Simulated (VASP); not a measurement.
# SrTiO3 (Tausonite): single point with r2SCAN

Crystal: SrTiO3 (Tausonite).

```
Sr Ti O
1.0
     3.74387    0.00000    0.00000
     0.00000    3.74387    0.00000
     0.00000    0.00000    3.74387
Sr Ti O
1 1 3
Direct
  0.50000 0.50000 0.50000
  0.00000 0.00000 0.00000
  0.50000 0.00000 0.00000
  0.00000 0.50000 0.00000
  0.00000 0.00000 0.50000
```

This cell differs from its parent crystal: volume scaled by 0.88.

| Item | Value |
| --- | --- |
| Program | VASP 6.6.1 |
| Task | single point |
| Functional | r2SCAN |
| Potentials or basis | VASP PAW PBE potentials, release 64 (Sr_sv, Ti_sv, O) |
| Cutoff | 520 eV |
| k mesh | 8 × 8 × 8 |
| Occupations | gaussian, width 0.02 eV |
| Spin | no spin polarisation |

The pressure is 33.3 GPa and the band gap on the k mesh is 2.54 eV, indirect (least direct gap 2.82 eV).

Levels at points of the mesh, in eV from the valence-band top:
```tsv
k point	band 16	band 17	band 18	band 19	band 20	band 21	band 22	band 23	band 24	band 25
(0.00, 0.00, 0.00)	-1.45	-1.45	-0.28	-0.28	-0.28	2.54	2.54	2.54	5.53	5.53
(0.50, 0.00, 0.00)	-2.69	-2.69	-2.43	-0.72	-0.72	2.77	4.92	4.92	5.65	8.40
(0.50, 0.50, 0.00)	-3.38	-1.73	-1.73	-1.65	-0.12	4.94	4.94	5.47	6.91	9.23
(0.50, 0.50, 0.50)	-4.15	-4.15	0.00	0.00	0.00	5.80	5.80	5.80	8.17	8.17
```

Wall time 99 s on 1 thread of Intel(R) Xeon(R) 6975P-C (Granite Rapids), on a shared host, peak memory 0.2 GiB.

Caveat: the PAW data sets were made with another functional, which shifts forces and pressure a little. A k mesh can miss the band edges.
